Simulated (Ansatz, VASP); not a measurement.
**MoS2 in VASP and in Ansatz**

```
Mo S
1.0
     1.60231    0.92510    6.20391
    -1.60231    0.92510    6.20391
     0.00000   -1.85019    6.20391
Mo S
1 2
Direct
  0.00000 0.00000 0.00000
  0.74840 0.74840 0.74840
  0.58490 0.58490 0.58490
```

Change from the starting cell: volume scaled by 1.04, crystal datasets.

Alike in both runs: task electric field gradients; functional PBE; k mesh 13 × 13 × 13; occupations fermi-dirac, width 0.05 eV; no spin polarisation.

```csv
,VASP,Ansatz
version,VASP 6.6.1,Ansatz 0.2.0
potentials or method,"VASP PAW PBE potentials, release 64 (Mo_sv, S), cutoff 520 eV","all-electron PAW with datasets made for the crystal, scalar-relativistic"
```

```csv
,VASP,Ansatz,Ansatz less VASP
pressure (GPa),2.7,2.9,+0.15
"traceless stress, the component that is largest in VASP (GPa)",4.07,4.10,+0.036
rms of the force components (eV/Å),0.270,0.278,+0.0074
size of Vzz on the site where it differs most (V/Å²),88.9,86.7,-2.16
```

Atom by atom the forces differ by 0.007 eV/Å (rms over components). Ansatz ran all-electron here, and VASP with PAW potentials.
